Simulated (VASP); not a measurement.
Here is a VASP 6.6.1 calculation.

The input INCAR:

```
SYSTEM = Cs2PbI2Cl2
PREC = Accurate ; ENCUT = 520
EDIFF = 1E-6 ; ISMEAR = 0
SIGMA = 0.1 ; LREAL = .FALSE.
LASPH = .TRUE. ; NELM = 100
ALGO = Normal ; ISIF = 2
LWAVE = .FALSE. ; LCHARG = .FALSE.
GGA = PE ; NBANDS = 39
```

Contents of KPOINTS:

```
Automatic mesh
0
G
  4 4 4
  0 0 0
```

File POSCAR:

```
Cs2PbI2Cl2
1.0
   -2.8838975000      2.8838975000      9.7428095000
    2.8838975000     -2.8838975000      9.7428095000
    2.8838975000      2.8838975000     -9.7428095000
Cs Pb I Cl
2 1 2 2
Direct
    0.3686450000      0.3686450000      0.0000000000
    0.6313550000      0.6313550000      0.0000000000
    0.0000000000      0.0000000000      0.0000000000
    0.1663280000      0.1663280000      0.0000000000
    0.8336720000      0.8336720000      0.0000000000
    0.5000000000      0.0000000000      0.5000000000
    0.0000000000      0.5000000000      0.5000000000
```

Potentials or basis: VASP PAW PBE potentials, release 64 (Cs_sv, Pb_d, I, Cl).

Run with:

```bash
$ cat potpaw_PBE.64/Cs_sv/POTCAR potpaw_PBE.64/Pb_d/POTCAR potpaw_PBE.64/I/POTCAR potpaw_PBE.64/Cl/POTCAR > POTCAR
$ mpirun -np 1 vasp_std > vasp.out
```

What does it give for the band gap on the k mesh?

2.51 eV.

What does it give for the largest force?

0.008 eV/Å.

Predict the pressure.

0.0 GPa.

Forces on the atoms (eV/Å):
```
Cs   0.000  0.000 -0.004
Cs   0.000  0.000  0.004
Pb   0.000  0.000  0.000
I    0.000  0.000 -0.008
I    0.000  0.000  0.008
Cl   0.000  0.000  0.000
Cl   0.000  0.000  0.000
```

Caveat: spin-orbit coupling is left out, which moves the levels of the heavy elements. A k mesh can miss the band edges.
